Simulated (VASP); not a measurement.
The system is BaS.

```
Ba S
1.0
     0.00000    3.43917    3.65403
     3.43917    0.00000    3.65403
     3.43917    3.43917    0.00000
Ba S
1 1
Direct
  0.00000 0.00000 0.00000
  0.25000 0.25000 0.25000
```

This cell differs from its parent crystal: epitaxial xy strain -2.3%.

Base run:

```yaml
Program: VASP 6.6.1
Functional: HSE06
Potentials_or_basis: VASP PAW PBE potentials, release 64 (Ba_sv, S)
Cutoff: 400 eV
k_mesh: 4 × 4 × 4
Occupations: gaussian, width 0.01 eV
Spin: no spin polarisation
```

Its results: band gap on the k mesh 3.62 eV (least direct gap 4.24 eV); pressure 0.3 GPa.

Q: The run is repeated on the same cell with these changes: functional from HSE06 to r2SCAN; cutoff from 400 eV to 550 eV; k mesh from 4 × 4 × 4 to 6 × 6 × 6. What comes out?

A: Band gap on the k mesh 3.06 eV (least direct gap 3.58 eV); pressure 0.6 GPa.

Several settings changed at once.

Caveats: the structure was generated, so it needn't be the stable form of BaS; the PAW data sets were made with another functional, which shifts forces and pressure a little; spin-orbit coupling is left out, which moves the levels of the heavy elements.

A k mesh can miss the band edges.
